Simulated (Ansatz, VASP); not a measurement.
# Two plane-wave programs on BN

Contents of POSCAR:

```
BN
1.0
    2.5434023100      0.0000000000      0.0000000000
   -1.2717011500      2.2026510100      0.0000000000
    0.0000000000      0.0000000000      4.2069931500
B N
2 2
Direct
    0.6666666700      0.3333333300      0.0001583200
    0.3333333300      0.6666666700      0.5001583200
    0.6666666700      0.3333333300      0.3748416800
    0.3333333300      0.6666666700      0.8748416800
```

File INCAR.step1:

```
SYSTEM = BN
  ALGO = Normal
  EDIFF = 1E-4
  ENCUT = 520
  GGA = PE
  ISMEAR = -1
  LASPH = .TRUE.
  LCHARG = .FALSE.
  LREAL = .FALSE.
  LWAVE = .TRUE.
  NELM = 60
  PREC = Accurate
  SIGMA = 0.02
```

Contents of INCAR.step2:

```
SYSTEM = BN
  ALGO = Normal
  EDIFF = 1E-6
  EDIFFG = -0.01
  ENCUT = 520
  IBRION = 2
  ISIF = 2
  ISMEAR = -1
  ISTART = 1
  LASPH = .TRUE.
  LCHARG = .FALSE.
  LMIXTAU = .TRUE.
  LREAL = .FALSE.
  LWAVE = .FALSE.
  METAGGA = R2SCAN
  NELM = 60
  NSW = 50
  PREC = Accurate
  SIGMA = 0.02
```

File KPOINTS:

```
k-points
0
G
  12 12 8
  0 0 0
```

Input for Ansatz:

```yaml
crystal:
  lattice:
    - [2.5434023, 0.0, 0.0]
    - [-1.27170115, 2.20265101, 0.0]
    - [0.0, 0.0, 4.20699314]
  atoms:
    - { symbol: B, position: [0.66666667, 0.33333333, 0.00015832] }
    - { symbol: B, position: [0.33333333, 0.66666667, 0.50015832] }
    - { symbol: "N", position: [0.66666667, 0.33333333, 0.37484168] }
    - { symbol: "N", position: [0.33333333, 0.66666667, 0.87484168] }
  symmetry: { tolerance: 0.0003 }
hamiltonian:
  xc: r2scan
  pseudopotentials: { kind: paw, azcp: { folder: soft_1 } }
basis:
  ecutwfc: 500
magnetization:
  spin_polarized: false
scf:
  occupations: { method: fermi_dirac, width: 0.02 }
kpoints:
  mp_grid: { grid: [12, 12, 8], shift: [0, 0, 0] }
  band_path:
    path:
      - [0.0, 0.0, 0.0]
      - [0.5, 0.0, 0.0]
      - [0.33333333, 0.33333333, 0.0]
      - [0.0, 0.0, 0.0]
      - [0.0, 0.0, 0.5]
      - [0.5, 0.0, 0.5]
      - [0.33333333, 0.33333333, 0.5]
      - [0.0, 0.0, 0.5]
      - [0.5, 0.0, 0.5]
      - [0.5, 0.0, 0.0]
      - [0.33333333, 0.33333333, 0.5]
    npoints: 7
output:
  forces: true
  stress: true
  eigenvalues: true
  write_potential: true
  elf: true
  volumetric_format: npy
  dos: { e_range: [-12, 8], de: 0.05 }
relax:
  max_steps: 30
```

Alike in both runs: task relaxation of the atoms; functional r2SCAN; k mesh 12 × 12 × 8; occupations fermi-dirac, width 0.02 eV; no spin polarisation.

```csv
,VASP,Ansatz
version,VASP 6.6.1,Ansatz 0.2.0
potentials or method,"VASP PAW PBE potentials, release 64 (B, N), cutoff 520 eV",PAW plane waves
valence electrons in the cell,16,16
```

```tsv
	VASP	Ansatz	Ansatz less VASP
gap on the k mesh at the Fermi level, each at its own relaxed structure (eV)	5.72	5.75	+0.034
```

VASP's potentials were made for PBE, not for r2SCAN. Ansatz's warnings: stress scf threshold loose.
